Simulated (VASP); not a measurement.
The system is AlN.

```
Al N
1.0
     0.00000    2.18488    2.18488
     2.18488    0.00000    2.18488
     2.18488    2.18488    0.00000
Al N
1 1
Cartesian
  0.0000 0.0000 0.0000
  1.0924 1.0924 1.0924
```

Base run:

| Property | Result |
| --- | --- |
| Program | VASP 6.6.1 |
| Functional | r2SCAN |
| Potentials or basis | VASP PAW PBE potentials, release 64 (Al, N) |
| Cutoff | 520 eV |
| k mesh | 6 × 6 × 6 |
| Occupations | gaussian, width 0.01 eV |
| Spin | no spin polarisation |

Its results: band gap on the k mesh 3.93 eV, indirect (least direct gap 4.88 eV); pressure -0.4 GPa.

After a change of settings the same cell gave: band gap on the k mesh 3.32 eV, indirect (least direct gap 4.18 eV); pressure 4.3 GPa. Which change was it?
A. functional from r2SCAN to HSE06
B. functional from r2SCAN to PBE
C. functional from r2SCAN to LDA; potentials or basis from VASP PAW PBE potentials, release 64 (Al, N) to VASP PAW LDA potentials, release 64 (Al, N)

B.

r2SCAN gives the wider gap, since meta-GGAs in the generalised Kohn-Sham scheme recover part of the derivative discontinuity.

Caveats: the PAW data sets were made with another functional, which shifts forces and pressure a little (some runs).
